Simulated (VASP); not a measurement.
Write the native input for VASP 6.6.1 that does the following.

| Item | Value |
| --- | --- |
| Task | single point |
| Functional | PBE |
| Potentials or basis | VASP PAW PBE potentials, release 64 (Al, Ni) |
| Cutoff | 520 eV |
| k mesh | 12 × 12 × 12 |
| Occupations | gaussian, width 0.1 eV |
| Spin | collinear spin, ferromagnetic start |
| Starting moments | [0.0, 0.3, 0.3, 0.3] μB |
| Dipole correction | no |
| Further INCAR settings | ALGO = Normal; EDIFF = 1e-07; NBANDS = 28 |

The structure of AlNi3 lies in POSCAR:

```
AlNi3
1.0
    3.4562977086      0.0000000000      0.0000000000
    0.0000000000      3.4562977086      0.0000000000
    0.0000000000      0.0000000000      3.4562977086
Al Ni
1 3
Direct
    0.0000000000      0.0000000000      0.0000000000
    0.0000000000      0.5000000000      0.5000000000
    0.5000000000      0.0000000000      0.5000000000
    0.5000000000      0.5000000000      0.0000000000
```

One way to write it, as run:

INCAR

```
SYSTEM = AlNi3
PREC = Accurate
ENCUT = 520
EDIFF = 1E-7
ISMEAR = 0
SIGMA = 0.1
LREAL = .False.
LASPH = .True.
NELM = 150
ALGO = Normal
ISIF = 2
LWAVE = .False.
LCHARG = .True.
ISPIN = 2
MAGMOM = 0 0.3 0.3 0.3
LORBIT = 11
LMAXMIX = 4
GGA = PE
LELF = .True.
LVHAR = .True.
NBANDS = 28
```

KPOINTS

```
regular mesh
0
Gamma
  12 12 12
  0 0 0
```

Potentials or basis: VASP PAW PBE potentials, release 64 (Al, Ni).

Launch:

```sh
$ cat potpaw_PBE.64/Al/POTCAR potpaw_PBE.64/Ni/POTCAR > POTCAR
$ mpirun -np 1 vasp_std > vasp.out
```

It gave:

The pressure is 21.1 GPa and the net moment is 0.65 μB per cell. The site moments are Al -0.01; Ni +0.23 μB and the valence electrons inside the program's atomic spheres are Al 0.85; Ni 9.56.

Caveat: the cell stands under pressure.

Wall time 8 min on 1 thread of Intel Xeon 8259CL (shared host), peak memory 0.27 GiB.
